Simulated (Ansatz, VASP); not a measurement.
## One calculation of Ta, two programs

```xyz
1
Lattice="-1.6843 1.6843 1.6513 1.6843 -1.6843 1.6513 1.6843 1.6843 -1.6513" Properties=species:S:1:pos:R:3 pbc="T T T"
Ta    0.0000    0.0000    0.0000
```

Change from the starting cell: equal xx and yy strain of +2 %, crystal datasets.

Alike in both runs: task electric field gradients; functional PBE; k mesh 17 × 17 × 17; occupations fermi-dirac, width 0.08 eV; no spin polarisation.

|  | VASP | Ansatz |
| --- | --- | --- |
| version | VASP 6.6.1 | Ansatz 0.2.0 |
| potentials or method | VASP PAW PBE potentials, release 64 (Ta_pv), cutoff 520 eV | all-electron PAW with datasets made for the crystal, scalar-relativistic |

|  | VASP | Ansatz | Ansatz less VASP |
| --- | --- | --- | --- |
| pressure (GPa) | -4.4 | -4.4 | -0.06 |
| traceless stress, the component that is largest in VASP (GPa) | 1.15 | 1.16 | +0.005 |
| size of Vzz on the site where it differs most (V/Å²) | 11.6 | 12.1 | +0.59 |

Ansatz ran all-electron here, and VASP with PAW potentials.

Neither program's run includes spin-orbit coupling.
